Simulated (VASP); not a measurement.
# TaN (P6/mmm) in VASP: notebook

The runs below take TaN through single point, with PBE+D3(BJ).

Program: VASP 6.6.1. These are calculated values, not measurements. Logs are shortened: lines on timing, memory, paths and dates and some standing lists are left out, and cuts for length are marked.

**1. The cell of the first run**

Symmetry: P6/mmm, No. 191, hexagonal system. The conventional cell has a = 5.185 Å, b = 5.185 Å, c = 2.908 Å, α = 90.00°, β = 90.00°, γ = 120.00°. Within 3.4 Å of Ta (site symmetry 6/mmm) lie 6 N at 2.59 Å and 14 Ta at 2.91 to 3.33 Å. Ta (site symmetry -6m2) has 6 N at 2.09 Å and 5 Ta at 2.91 to 2.99 Å within 3.0 Å. N (site symmetry mmm) has 6 Ta at 2.09 to 2.59 Å and 6 N at 2.59 to 2.91 Å within 3.0 Å.

**2. Single point, PBE+D3(BJ)**

Contents of INCAR:

```
SYSTEM = TaN
PREC = Accurate
ENCUT = 520
EDIFF = 1E-6
ISMEAR = -1
SIGMA = 0.05
LREAL = .False.
LASPH = .True.
NELM = 80
ALGO = Normal
ISIF = 2
LWAVE = .False.
LCHARG = .True.
GGA = PE
IVDW = 12
LELF = .True.
LVHAR = .True.
NBANDS = 33
```

Contents of KPOINTS:

```
regular mesh
0
Gamma
  6 6 9
  0 0 0
```

Contents of POSCAR:

```
TaN
1.0
    5.1850002000      0.0000000000      0.0000000000
   -2.5925001000      4.4903418900      0.0000000000
    0.0000000000      0.0000000000      2.9080005300
Ta N
3 3
Direct
    0.0000000000      0.0000000000      0.0000000000
    0.3333333333      0.6666666667      0.5000000000
    0.6666666667      0.3333333333      0.5000000000
    0.5000000000      0.0000000000      0.0000000000
    0.5000000000      0.5000000000      0.0000000000
    0.0000000000      0.5000000000      0.0000000000
```

Potentials or basis: VASP PAW PBE potentials, release 64 (Ta_pv, N).

Launch:

```sh
$ cat potpaw_PBE.64/Ta_pv/POTCAR potpaw_PBE.64/N/POTCAR > POTCAR
$ mpirun -np 1 vasp_std > vasp.out
```

OUTCAR:

```text
SYSTEM = TaN
   PREC = Accurate
   ENCUT = 520
   EDIFF = 1E-6
   ISMEAR = -1
   LREAL = .False.
   LASPH = .True.
   NELM = 80
   ISIF = 2
   GGA = PE
   IVDW = 12
 IVDW          = 12

 ion  position               nearest neighbor table
   1  0.000  0.000  0.000-   5 2.59   6 2.59   6 2.59   5 2.59   4 2.59   4 2.59   2 3.33   3 3.33
                             2 3.33   3 3.33   2 3.33   2 3.33   3 3.33   3 3.33   2 3.33   3 3.33
   2  0.333  0.667  0.500-   4 2.09   4 2.09   6 2.09   6 2.09   5 2.09   5 2.09   3 2.99   3 2.99
                             3 2.99   1 3.33   1 3.33   1 3.33   1 3.33   1 3.33   1 3.33
   3  0.667  0.333  0.500-   4 2.09   4 2.09   6 2.09   6 2.09   5 2.09   5 2.09   2 2.99   2 2.99
                             2 2.99   1 3.33   1 3.33   1 3.33   1 3.33   1 3.33   1 3.33
   4  0.500  0.000  0.000-   2 2.09   3 2.09   2 2.09   3 2.09   1 2.59   1 2.59
   5  0.500  0.500  0.000-   2 2.09   3 2.09   2 2.09   3 2.09   1 2.59   1 2.59
   6  0.000  0.500  0.000-   2 2.09   3 2.09   2 2.09   3 2.09   1 2.59   1 2.59

  LATTYP: Found a hexagonal cell.
 ALAT       =     5.1850002000
 C/A-ratio  =     0.5608486823

  Lattice vectors:

 A1 = (   5.1850002000,   0.0000000000,   0.0000000000)
 A2 = (  -2.5925001000,   4.4903418900,   0.0000000000)
 A3 = (   0.0000000000,   0.0000000000,   2.9080005300)

Analysis of symmetry for initial positions (statically):
=====================================================================
 Subroutine PRICEL returns:
 Original cell was already a primitive cell.

 Routine SETGRP: Setting up the symmetry group for a
 hexagonal supercell.

 Subroutine GETGRP returns: Found 24 space group operations
 (whereof 24 operations were pure point group operations)
 out of a pool of 24 trial point group operations.

The static configuration has the point symmetry D_6h.

Analysis of symmetry for dynamics (positions and initial velocities):
=====================================================================
 Subroutine PRICEL returns:
 Original cell was already a primitive cell.

 Routine SETGRP: Setting up the symmetry group for a
 hexagonal supercell.

 Subroutine GETGRP returns: Found 24 space group operations
 (whereof 24 operations were pure point group operations)
 out of a pool of 24 trial point group operations.

The dynamic configuration has the point symmetry D_6h.

 Subroutine INISYM returns: Found 24 space group operations
 (whereof 24 operations are pure point group operations),
 and found     1 'primitive' translations

----------------------------------------------------------------------------------------

                                     Primitive cell

  volume of cell :      67.7053

  direct lattice vectors                    reciprocal lattice vectors
     5.185000200  0.000000000  0.000000000     0.192864023  0.111350096  0.000000000
    -2.592500100  4.490341890  0.000000000     0.000000000  0.222700192  0.000000000
     0.000000000  0.000000000  2.908000530     0.000000000  0.000000000  0.343878892

  length of vectors
     5.185000200  5.185000198  2.908000530     0.222700192  0.222700192  0.343878892

  position of ions in fractional coordinates (direct lattice)
     0.000000000  0.000000000  0.000000000
     0.333333333  0.666666667  0.500000000
     0.666666667  0.333333333  0.500000000
     0.500000000  0.000000000  0.000000000
     0.500000000  0.500000000  0.000000000
     0.000000000  0.500000000  0.000000000

  ion indices of the primitive-cell ions
   primitive index   ion index
                 1           1
                 2           2
                 3           3
                 4           4
                 5           5
                 6           6

----------------------------------------------------------------------------------------

 KPOINTS: regular mesh

Automatic generation of k-mesh.
 Grid dimensions read from file:
 generate k-points for:    6    6    9

 Generating k-lattice:

  Cartesian coordinates                     Fractional coordinates (reciprocal lattice)
     0.032144004  0.018558349  0.000000000     0.166666667  0.000000000  0.000000000
     0.000000000  0.037116699  0.000000000     0.000000000  0.166666667  0.000000000
     0.000000000  0.000000000  0.038208766     0.000000000  0.000000000  0.111111111

  Length of vectors
     0.037116699  0.037116699  0.038208766

  Shift w.r.t. Gamma in fractional coordinates (k-lattice)
     0.000000000  0.000000000  0.000000000

 Subroutine IBZKPT returns following result:
 ===========================================

 Found     35 irreducible k-points:

 Following reciprocal coordinates:
            Coordinates               Weight
  0.000000  0.000000  0.000000      1.000000
  0.166667  0.000000  0.000000      6.000000
  0.333333  0.000000  0.000000      6.000000
  0.500000  0.000000  0.000000      3.000000
  0.166667  0.166667  0.000000      6.000000
  0.333333  0.166667  0.000000     12.000000
[... 16 lines left out ...]
  0.166667  0.000000  0.333333     12.000000
  0.333333  0.000000  0.333333     12.000000
 [... further k-points ...]
   k-points           NKPTS =     35   k-points in BZ     NKDIM =     35   number of bands    NBANDS=     33
   number of dos      NEDOS =    301   number of ions     NIONS =      6
   total plane-waves  NPLWV =  38400
   dimension x,y,z NGX =    40 NGY =   40 NGZ =   24
   dimension x,y,z NGXF=    80 NGYF=   80 NGZF=   48
   ions per type =               3   3
   NGX,Y,Z   is equivalent  to a cutoff of  12.83, 12.83, 13.72 a.u.
   NGXF,Y,Z  is equivalent  to a cutoff of  25.65, 25.65, 27.44 a.u.
 SYSTEM =  TaN
   PREC   = accura    normal or accurate (medium, high low for compatibility)
   ISTART =      0    job   : 0-new  1-cont  2-samecut
   ICHARG =      2    charge: 1-file 2-atom 10-const
   ISPIN  =      1    spin polarized calculation?
   LNONCOLLINEAR =      F non collinear calculations
   LSORBIT =      F    spin-orbit coupling
   LASPH  =      T    aspherical Exc in radial PAW
   ENCUT  =  520.0 eV  38.22 Ry    6.18 a.u.   9.64  9.64  5.41*2*pi/ulx,y,z
   NELM   =     80;   NELMIN=  2; NELMDL= -5     # of ELM steps
   EDIFF  = 0.1E-05   stopping-criterion for ELM
   LREAL  =      F    real-space projection
   EDIFFG = 0.1E-04   stopping-criterion for IOM
   NSW    =      0    number of steps for IOM
   IBRION =     -1    ionic relax: 0-MD 1-quasi-New 2-CG
   NFREE  =      0    steps in history (QN), initial steepest desc. (CG)
   ISIF   =      2    stress and relaxation
   ISYM   =      2    0-nonsym 1-usesym 2-fastsym
   POTIM  = 0.5000    time-step for ionic-motion
   TEBEG  =    0.0;   TEEND  =   0.0 temperature during run
   PSTRESS=    0.0 pullay stress
   NELECT =      48.0000    total number of electrons
   NUPDOWN=      -1.0000    fix difference up-down
   EMIN   =  10.00;   EMAX   =-10.00  energy-range for DOS
   EFERMI =   0.00;   METHOD = LEGACY
   ISMEAR =    -1;   SIGMA  =   0.05  broadening in eV -4-tet -1-fermi 0-gaus
   EFERMI_NEDOS =   21; number of points for ismear=-14 and -15
   IALGO  =     38    algorithm
   IMIX   =      4    mixing-type and parameters
     AMIX     =   0.40;   BMIX     =  1.00
     AMIX_MAG =   1.60;   BMIX_MAG =  1.00
  volume/ion in A,a.u.               =      11.28        76.15
  Fermi-wavevector in a.u.,A,eV,Ry     =   1.459759  2.758544 28.992586  2.130895
  Thomas-Fermi vector in A             =   2.576288
   LORBIT       =      0    0 simple, 1 ext, 2 COOP (PROOUT), +10 PAW based schemes
   GGA     = PE    functional components
   LHFCALC =     F    Hartree Fock is set to
   AEXX    =    0.0000 exact exchange contribution
   IVDW    =    12    specifies the selected vdW correction
   LEPSILON=     F    determine dielectric tensor
   LRPA    =     F    only Hartree local field effects (RPA)
 non-spin polarized calculation
  energy-cutoff  :      520.00
  volume of cell :       67.71
 maximum number of plane-waves:      1842
 NGX is ok and might be reduce to    40
   NGX = 19   NGY = 19   NGZ = 11

 number of electron      47.9999998 magnetization

 Free energy of the ion-electron system (eV)
  ---------------------------------------------------
  ext. energy  EPLUGINS =         0.00000000
  ---------------------------------------------------
  free energy    TOTEN  =       -64.71033154 eV

  energy without entropy =      -64.70496542  energy(sigma->0) =      -64.70764848

 E-fermi :   8.0696     XC(G=0): -13.0567

 val. band max:        8.0551925456   @ k =   0.1667   0.0000   0.2222
 cond. band min:       8.0890517157   @ k =   0.0000   0.0000   0.2222
 fundamental gap:      0.0338591700
 Fermi energy:         8.0695688714

 k-point     1 :       0.0000    0.0000    0.0000
  band No.  band energies     occupation
      1     -27.9935      2.00000
      2     -27.9935      2.00000
      3     -27.6025      2.00000
      4     -27.6025      2.00000
      5     -27.3787      2.00000
      6     -27.2703      2.00000
[... 25 lines left out ...]
     32      11.4979      0.00000
     33      11.4979      0.00000

 k-point     2 :       0.1667    0.0000    0.0000
  band No.  band energies     occupation
      1     -28.0140      2.00000
      2     -27.9816      2.00000
      3     -27.5853      2.00000
      4     -27.5741      2.00000
      5     -27.3704      2.00000
      6     -27.3031      2.00000
[... 25 lines left out ...]
     32      11.6034      0.00000
     33      11.8075      0.00000

 k-point     3 :       0.3333    0.0000    0.0000
  band No.  band energies     occupation
      1     -28.0493      2.00000
      2     -27.9299      2.00000
      3     -27.6114      2.00000
      4     -27.5193      2.00000
      5     -27.3491      2.00000
      6     -27.3356      2.00000
[... 25 lines left out ...]
     32      11.7515      0.00000
     33      11.8210      0.00000

 k-point     4 :       0.5000    0.0000    0.0000
  band No.  band energies     occupation
      1     -28.0649      2.00000
      2     -27.8732      2.00000
      3     -27.6766      2.00000
      4     -27.4909      2.00000
      5     -27.3321      2.00000
      6     -27.3303      2.00000
[... 25 lines left out ...]
     32      11.9458      0.00000
     33      12.4981      0.00000

 k-point     5 :       0.1667    0.1667    0.0000
  band No.  band energies     occupation
      1     -28.0334      2.00000
      2     -27.9553      2.00000
      3     -27.5992      2.00000
      4     -27.5304      2.00000
      5     -27.3553      2.00000
      6     -27.3331      2.00000
[... 604 lines left out ...]
 k-point    22 :       0.0000    0.0000    0.3333
  band No.  band energies     occupation
      1     -28.0901      2.00000
      2     -27.8807      2.00000
      3     -27.8735      2.00000
      4     -27.8735      2.00000
      5     -27.4687      2.00000
      6     -27.4687      2.00000
[... 25 lines left out ...]
     32      11.5438      0.00000
     33      12.2995      0.00000

 k-point    23 :       0.1667    0.0000    0.3333
  band No.  band energies     occupation
      1     -28.0826      2.00000
      2     -27.8960      2.00000
      3     -27.8844      2.00000
      4     -27.8527      2.00000
      5     -27.4782      2.00000
      6     -27.4539      2.00000
[... 25 lines left out ...]
     32      11.6998      0.00000
     33      12.1356      0.00000

 k-point    24 :       0.3333    0.0000    0.3333
  band No.  band energies     occupation
      1     -28.0611      2.00000
      2     -27.9294      2.00000
      3     -27.9043      2.00000
      4     -27.8040      2.00000
      5     -27.5234      2.00000
      6     -27.4244      2.00000
[... 25 lines left out ...]
     32      11.9737      0.00000
     33      12.6187      0.00000

 [... further k-points ...]

------------------------ aborting loop because EDIFF is reached ----------------------------------------

 Edisp (eV)   -2.66386

 E8    (eV) :    -1.2314

  FORCE on cell =-STRESS in cart. coord.  units (eV):
  Direction    XX          YY          ZZ          XY          YZ          ZX
  --------------------------------------------------------------------------------------
  -------------------------------------------------------------------------------------
  Total       1.59335     1.59335     2.60263     0.00000    -0.00000    -0.00000
  in kB      37.70503    37.70503    61.58865     0.00000    -0.00000    -0.00000
  external pressure =       45.67 kB  Pullay stress =        0.00 kB

 VOLUME and BASIS-vectors are now :
 -----------------------------------------------------------------------------
  energy-cutoff  :      520.00
  volume of cell :       67.71
      direct lattice vectors                 reciprocal lattice vectors
     5.185000200  0.000000000  0.000000000     0.192864023  0.111350096  0.000000000
    -2.592500100  4.490341890  0.000000000     0.000000000  0.222700192  0.000000000
     0.000000000  0.000000000  2.908000530     0.000000000  0.000000000  0.343878892

 POSITION                                       TOTAL-FORCE (eV/Angst)
 -----------------------------------------------------------------------------------
      0.00000      0.00000      0.00000        -0.000000      0.000000      0.000000
     -0.00000      2.99356      1.45400        -0.000000      0.000000      0.000000
      2.59250      1.49678      1.45400         0.000000      0.000000     -0.000000
      2.59250      0.00000      0.00000        -0.000000      0.000000      0.000000
      1.29625      2.24517      0.00000         0.000000      0.000000      0.000000
     -1.29625      2.24517      0.00000        -0.000000      0.000000      0.000000
 -----------------------------------------------------------------------------------
    total drift:                               -0.000000      0.000000     -0.000000

  FREE ENERGIE OF THE ION-ELECTRON SYSTEM (eV)
  ---------------------------------------------------
  free  energy   TOTEN  =       -67.3741878573 eV

  energy  without entropy=      -67.3688217397  energy(sigma->0) =      -67.37150480
```

Run time: 42 s. Hardware: 1 thread of Intel Xeon 6975P-C (Granite Rapids), shared host; peak memory 0.22 GiB.

What came out:

```yaml
Free_energy: -67.3742 eV
Pressure: 4.6 GPa
Band_gap_on_the_k_mesh: zero (bands 24 and 25 overlap by 2.06 eV)
Dispersion_energy_per_atom: -0.444 eV
```

Stress tensor (GPa, compression positive):
```
3.77 0.00 0.00
0.00 3.77 0.00
0.00 0.00 6.16
```

Levels at points of the mesh, in eV from the Fermi level:
| k point | band 22 | band 23 | band 24 | band 25 | band 26 | band 27 |
| --- | --- | --- | --- | --- | --- | --- |
| (0.00, 0.00, 0.00) | -2.36 | -1.90 | -1.09 | -1.09 | 0.97 | 0.97 |
| (0.50, 0.00, 0.00) | -2.77 | -1.55 | -0.53 | 1.51 | 2.00 | 2.02 |

Caveat: three body term missing; the cell stands under pressure; spin-orbit coupling is left out, which moves the levels of the heavy elements.

**3. Single point, PBE+D3(BJ)**

This run uses another cell than the first one, of 11.41 Å³/atom.

Contents of INCAR:

```
SYSTEM = TaN
  ALGO = Normal
  EDIFF = 1E-6
  ENCUT = 520
  GGA = PE
  ISIF = 2
  ISMEAR = -1
  IVDW = 12
  LASPH = .True.
  LCHARG = .True.
  LELF = .True.
  LREAL = .False.
  LVHAR = .True.
  LWAVE = .False.
  NBANDS = 33
  NELM = 80
  PREC = Accurate
  SIGMA = 0.05
```

Contents of KPOINTS:

```
k-points
0
Gamma
  6 6 9
  0 0 0
```

Edit POSCAR of step 2 so:

```diff
@@ -2,5 +2,5 @@
 1.0
-    5.1850002000      0.0000000000      0.0000000000
-   -2.5925001000      4.4903418900      0.0000000000
-    0.0000000000      0.0000000000      2.9080005300
+    5.2019389946      0.0000000000      0.0000000000
+   -2.6009694973      4.5050113183      0.0000000000
+    0.0000000000      0.0000000000      2.9215576623
 Ta N
```

Potentials or basis: VASP PAW PBE potentials, release 64 (Ta_pv, N).

Launch:

```sh
$ cat potpaw_PBE.64/Ta_pv/POTCAR potpaw_PBE.64/N/POTCAR > POTCAR
$ mpirun -np 1 vasp_std > vasp.out
```

It took 45 s on 1 thread of Intel Xeon 6975P-C (Granite Rapids), shared host; peak memory 0.22 GiB.

The run converged. Its results:

```
Free energy                : -67.3880 eV
Pressure                   : 0.8 GPa
Band gap on the k mesh     : zero (bands 24 and 25 overlap by 2.02 eV)
Dispersion energy per atom : -0.439 eV
```

Stress tensor (GPa, compression positive):
```
0.69 0.00 0.00
0.00 0.69 0.00
0.00 0.00 1.00
```

Levels at points of the mesh, in eV from the Fermi level:
| k point | band 20 | band 21 | band 22 | band 23 | band 24 | band 25 | band 26 | band 27 | band 28 | band 29 |
| --- | --- | --- | --- | --- | --- | --- | --- | --- | --- | --- |
| (0.00, 0.00, 0.00) | -2.84 | -2.84 | -2.33 | -1.87 | -1.07 | -1.07 | 0.95 | 0.95 | 1.39 | 2.27 |
| (0.50, 0.00, 0.00) | -4.46 | -3.23 | -2.74 | -1.54 | -0.52 | 1.49 | 1.95 | 1.97 | 2.37 | 2.53 |

Caveat: spin-orbit coupling is left out, which moves the levels of the heavy elements.

**4. Single point, PBE+D3(BJ)**

This run uses another cell than the first one, of 11.46 Å³/atom.

Contents of INCAR:

```
ALGO = Normal
EDIFF = 1E-6
ENCUT = 520
GGA = PE
ISIF = 2
ISMEAR = -1
IVDW = 12
LASPH = T
LCHARG = F
LREAL = F
LWAVE = F
NBANDS = 33
NELM = 100
PREC = Accurate
SIGMA = 0.05
```

Contents of KPOINTS:

```
k-points
0
Gamma
  6 6 9
```

Edit POSCAR of step 3 so:

```diff
@@ -2,5 +2,5 @@
 1.0
-    5.2019389946      0.0000000000      0.0000000000
-   -2.6009694973      4.5050113183      0.0000000000
-    0.0000000000      0.0000000000      2.9215576623
+    5.2113686926      0.0000000000      0.0000000000
+   -2.6056843463      4.5131776763      0.0000000000
+    0.0000000000      0.0000000000      2.9234798881
 Ta N
```

Launch:

```sh
$ cat potpaw_PBE.64/Ta_pv/POTCAR potpaw_PBE.64/N/POTCAR > POTCAR
$ mpirun -np 1 vasp_std > vasp.out
```

It took 45 s on 1 thread of Intel Xeon 6975P-C (Granite Rapids), shared host; peak memory 0.22 GiB.

It converged, with:

| Item | Value |
| --- | --- |
| Free energy | -67.3884 eV |
| Pressure | -0.5 GPa |
| Band gap on the k mesh | zero (bands 24 and 25 overlap by 2.01 eV) |
| Dispersion energy per atom | -0.437 eV |

Stress tensor (GPa, compression positive):
```
-0.57  0.00  0.00
 0.00 -0.57  0.00
 0.00  0.00 -0.26
```

Levels at points of the mesh, in eV from the Fermi level:
```tsv
k point	band 20	band 21	band 22	band 23	band 24	band 25	band 26	band 27	band 28	band 29
(0.00, 0.00, 0.00)	-2.84	-2.84	-2.32	-1.87	-1.07	-1.07	0.95	0.95	1.37	2.26
(0.50, 0.00, 0.00)	-4.44	-3.22	-2.75	-1.54	-0.53	1.48	1.95	1.97	2.36	2.53
```

Caveat: three body term missing; spin-orbit coupling is left out, which moves the levels of the heavy elements.

**5. The runs side by side**

| cell | gap on the mesh (eV) | pressure (GPa) |
| --- | --- | --- |
| a = 5.185, b = 5.185, c = 2.908 Å, angles 90.0, 90.0, 120.0°, 6 atoms | none | 4.6 |
| a = 5.202, b = 5.202, c = 2.922 Å, angles 90.0, 90.0, 120.0°, 6 atoms | none | 0.8 |
| a = 5.211, b = 5.211, c = 2.923 Å, angles 90.0, 90.0, 120.0°, 6 atoms | none | -0.5 |

Alike in all rows: task single point; level PBE+D3(BJ); potentials or basis VASP PAW PBE potentials, release 64 (Ta_pv, N); no spin polarisation; k mesh 6 × 6 × 9; cutoff (eV) 520; smearing fermi-dirac 0.05 eV.

Caveats: spin-orbit coupling is left out, which moves the levels of the heavy elements; three body term missing (at least some runs); the cell stands under pressure (at least some runs).

Absolute energies hang on the potentials; compare differences alone.
